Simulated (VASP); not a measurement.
# Ca (P6_3/mmc) in VASP: further runs, part 2 of 2

VASP 6.6.1. The steps go on from the part before.

## 6. Single point, LDA (38.23 Å³/atom)

INCAR

```
SYSTEM = Ca
PREC = Accurate ; ENCUT = 520
EDIFF = 1E-6 ; ISMEAR = -1
SIGMA = 0.1 ; LREAL = .False.
LASPH = .True. ; NELM = 80
ALGO = Normal ; ISIF = 2
LWAVE = .False. ; LCHARG = .True.
LELF = .True. ; LVHAR = .True.
NBANDS = 28
```

KPOINTS

```
Automatic mesh
0
Gamma
  11 11 3
  0 0 0
```

POSCAR

```
Ca
1.0
    3.7739250105      0.0000000000      0.0000000000
   -1.8869625052      3.2683149310      0.0000000000
    0.0000000000      0.0000000000     12.3963601694
Ca
4
Direct
    0.0000000000      0.0000000000      1.0000000000
    0.0000000000      0.0000000000      0.5000000000
    0.3333333333      0.6666666667      0.2500000000
    0.6666666667      0.3333333333      0.7500000000
```

Potentials or basis: VASP PAW LDA potentials, release 64 (Ca_sv).

The run is started by

```
$ cat potpaw_LDA.64/Ca_sv/POTCAR > POTCAR
$ mpirun -np 1 vasp_std > vasp.out
```

OUTCAR:

```text
SYSTEM = Ca
   PREC = Accurate
   ENCUT = 520
   EDIFF = 1E-6
   ISMEAR = -1
   LREAL = .False.
   LASPH = .True.
   NELM = 80
   ISIF = 2

 ion  position               nearest neighbor table
   1  0.000  0.000  0.000-
   2  0.000  0.000  0.500-
   3  0.333  0.667  0.250-
   4  0.667  0.333  0.750-

  LATTYP: Found a hexagonal cell.
 ALAT       =     3.7739250105
 C/A-ratio  =     3.2847393986

  Lattice vectors:

 A1 = (   3.7739250105,   0.0000000000,   0.0000000000)
 A2 = (  -1.8869625052,   3.2683149310,   0.0000000000)
 A3 = (   0.0000000000,   0.0000000000,  12.3963601694)

Analysis of symmetry for initial positions (statically):
=====================================================================
 Subroutine PRICEL returns:
 Original cell was already a primitive cell.

 Routine SETGRP: Setting up the symmetry group for a
 hexagonal supercell.

 Subroutine GETGRP returns: Found 24 space group operations
 (whereof 12 operations were pure point group operations)
 out of a pool of 24 trial point group operations.

[... 167 lines left out ...]

 E-fermi :   2.1989     XC(G=0):  -8.2890

 val. band max:        2.1916331953   @ k =   0.3636   0.2727   0.0000
 cond. band min:       2.2131820256   @ k =   0.2727   0.0909   0.0000
 fundamental gap:      0.0215488303
 Fermi energy:         2.1989003495

 k-point     1 :       0.0000    0.0000    0.0000
  band No.  band energies     occupation
      1     -39.1402      2.00000
      2     -39.1309      2.00000
      3     -39.1265      2.00000
      4     -39.1172      2.00000
      5     -20.5333      2.00000
      6     -20.4338      2.00000
[... 733 lines left out ...]
     27       4.3763      0.00000
     28       4.4788      0.00000

 [... further k-points ...]

------------------------ aborting loop because EDIFF is reached ----------------------------------------

  FORCE on cell =-STRESS in cart. coord.  units (eV):
  Direction    XX          YY          ZZ          XY          YZ          ZX
  --------------------------------------------------------------------------------------
  -------------------------------------------------------------------------------------
  Total       -0.0052496     -0.0052496     -0.0082541     -0.0000000     -0.0000000      0.0000000
  in kB       -0.0550079     -0.0550079     -0.0864902     -0.0000000     -0.0000000      0.0000000
  external PRESSURE =      -0.0655020 kB  Pullay stress =       0.0000000 kB

 VOLUME and BASIS-vectors are now :
 -----------------------------------------------------------------------------
  energy-cutoff  :      520.00
  volume of cell :      152.90
      direct lattice vectors                 reciprocal lattice vectors
     3.773925011  0.000000000  0.000000000     0.264976118  0.152984033  0.000000000
    -1.886962505  3.268314931  0.000000000     0.000000000  0.305968066  0.000000000
     0.000000000  0.000000000 12.396360169     0.000000000  0.000000000  0.080668840

 POSITION                                       TOTAL-FORCE (eV/Angst)
 -----------------------------------------------------------------------------------
      0.00000      0.00000      0.00000         0.000000      0.000000     -0.000000
      0.00000      0.00000      6.19818         0.000000      0.000000     -0.000000
     -0.00000      2.17888      3.09909        -0.000000      0.000000      0.000000
      1.88696      1.08944      9.29727         0.000000      0.000000     -0.000000
 -----------------------------------------------------------------------------------
    total drift:                                0.000000     -0.000000      0.000000

  FREE ENERGIE OF THE ION-ELECTRON SYSTEM (eV)
  ---------------------------------------------------
  free  energy   TOTEN  =        -8.8947841648 eV

  energy  without entropy=       -8.7278194434  energy(sigma->0) =       -8.81130180
```

OSZICAR:

```text
N       E                     dE             d eps       ncg     rms          rms(c)
DAV:   1     0.394403478079E+03    0.39440E+03   -0.19525E+04  1792   0.132E+03
DAV:   2     0.148738258645E+02   -0.37953E+03   -0.37526E+03  1856   0.398E+02
DAV:   3    -0.668830835298E+01   -0.21562E+02   -0.21182E+02  2944   0.713E+01
DAV:   4    -0.887515934970E+01   -0.21869E+01   -0.21694E+01  2760   0.185E+01
DAV:   5    -0.898032924818E+01   -0.10517E+00   -0.10502E+00  2660   0.371E+00    0.455E+00
DAV:   6    -0.891721271827E+01    0.63117E-01   -0.11016E-01  2312   0.228E+00    0.264E+00
DAV:   7    -0.889602823250E+01    0.21184E-01   -0.74722E-02  2176   0.238E+00    0.224E-01
DAV:   8    -0.889467624516E+01    0.13520E-02   -0.78749E-03  2400   0.637E-01    0.114E-01
DAV:   9    -0.889478190575E+01   -0.10566E-03   -0.85653E-04  2920   0.117E-01    0.441E-02
DAV:  10    -0.889478935565E+01   -0.74499E-05   -0.10097E-04  2176   0.982E-02    0.569E-02
DAV:  11    -0.889478416676E+01    0.51889E-05   -0.19671E-05  2168   0.416E-02    0.728E-03
DAV:  12    -0.889478416484E+01    0.19168E-08   -0.18707E-06  1632   0.856E-03
   1 F= -.88947842E+01 E0= -.88113018E+01  d E =-.166965E+00
```

stdout:

```text
POSCAR found type information on POSCAR Ca
 POSCAR found :  1 types and       4 ions
 scaLAPACK will be used
 LDA part: xc-table for (Slater(with rela. corr.)+CA(PZ))
 , standard interpolation
 POSCAR, INCAR and KPOINTS ok, starting setup
 FFT: planning ... GRIDC
 FFT: planning ... GRID_SOFT
 FFT: planning ... GRID
 WAVECAR not read
 entering main loop
```

Run time: 85 s. Hardware: 1 thread of Intel Xeon 6975P-C (Granite Rapids), shared host; peak memory 0.26 GiB.

What came out:

```
Free energy            : -8.8948 eV
Pressure               : 0.0 GPa
Band gap on the k mesh : zero (bands 20 and 21 overlap by 0.21 eV)
```

## 7. The runs side by side

| cell | k mesh | gap on the mesh (eV) | pressure (GPa) |
| --- | --- | --- | --- |
| a = 3.774, b = 3.774, c = 12.396 Å, angles 90.0, 90.0, 120.0°, 4 atoms | 9 × 9 × 3 | none | 0.0 |
| a = 3.616, b = 3.616, c = 11.879 Å, angles 90.0, 90.0, 120.0°, 4 atoms | 11 × 11 × 3 | none | 3.0 |
| a = 3.670, b = 3.670, c = 12.057 Å, angles 90.0, 90.0, 120.0°, 4 atoms | 11 × 11 × 3 | none | 1.8 |
| a = 3.723, b = 3.723, c = 12.229 Å, angles 90.0, 90.0, 120.0°, 4 atoms | 11 × 11 × 3 | none | 0.8 |
| a = 3.774, b = 3.774, c = 12.396 Å, angles 90.0, 90.0, 120.0°, 4 atoms | 11 × 11 × 3 | none | 0.0 |

Alike in all rows: task single point; level LDA; potentials or basis VASP PAW LDA potentials, release 64 (Ca_sv); no spin polarisation; cutoff (eV) 520; smearing fermi-dirac 0.1 eV.

Caveats: the cell stands under pressure (at least some runs).

Total energies depend on the potentials used, so only differences within one code and one set of settings carry meaning.
